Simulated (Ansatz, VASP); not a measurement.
**One calculation of Re, two programs**

Contents of INCAR:

```
SYSTEM = Re
PREC = Accurate
ENCUT = 520
EDIFF = 1E-8
ISMEAR = -1
SIGMA = 0.05
LREAL = .FALSE.
LASPH = .TRUE.
NELM = 80
ALGO = Normal
ISIF = 2
LWAVE = .FALSE.
LCHARG = .FALSE.
GGA = PE
LEFG = .TRUE.
NBANDS = 14
```

File KPOINTS:

```
regular mesh
0
G
  14 14 8
  0 0 0
```

The input POSCAR:

```
Re
1.0
    2.6115486478      0.0000000000      0.0000000000
   -1.3057743239      2.2616674722      0.0000000000
    0.0000000000      0.0000000000      4.1758273441
Re
2
Direct
    0.3333333333      0.6666666667      0.2500000000
    0.6666666667      0.3333333333      0.7500000000
```

Input for Ansatz:

```yaml
crystal:
  lattice:
    - [2.6115486478, 0.0, 0.0]
    - [-1.3057743239, 2.2616674722, 0.0]
    - [0.0, 0.0, 4.1758273441]
  atoms:
    - { symbol: Re, position: [0.3333333333, 0.6666666667, 0.25] }
    - { symbol: Re, position: [0.6666666667, 0.3333333333, 0.75] }
kpoints:
  mp_grid: { grid: [14, 14, 8] }
scf:
  occupations: { method: fermi_dirac, width: 0.05 }
hamiltonian:
  xc: pbe
  pseudopotentials: { kind: paw }
output:
  forces: true
  stress: true
  eigenvalues: true
  efg: { contact_densities: true }
```

Change from the starting cell: volume scaled by 1.01, PAW files.

Alike in both runs: task electric field gradients; functional PBE; k mesh 14 × 14 × 8; occupations fermi-dirac, width 0.05 eV; no spin polarisation.

```csv
,VASP,Ansatz
version,VASP 6.6.1,Ansatz 0.2.0
potentials or method,"VASP PAW PBE potentials, release 64 (Re)","PAW with Ansatz's default frozen-core files, scalar-relativistic"
plane-wave cutoff (eV),520,420
valence electrons in the cell,14,30
```

Ansatz gave:

- pressure (GPa): 106.6
- traceless stress, the component that is largest in VASP (GPa): 5.46
- size of Vzz on the site where it differs most (V/Å²): 85.8

Q: Which values does VASP return?

A: Pressure (GPa): 108.7; traceless stress, the component that is largest in VASP (GPa): 5.39; size of Vzz on the site where it differs most (V/Å²): 106.7.

Both programs put the cell under a high pressure, so it lies far from rest at this level. The functional is the same, so the differences come from potentials, cutoffs and numerics. VASP's potentials hold 14 valence electrons a cell and Ansatz's 30, so a difference there can come from the potentials and not from the codes.

Neither program's run includes spin-orbit coupling. Noted on VASP's run: the cell as given lies far from equilibrium.
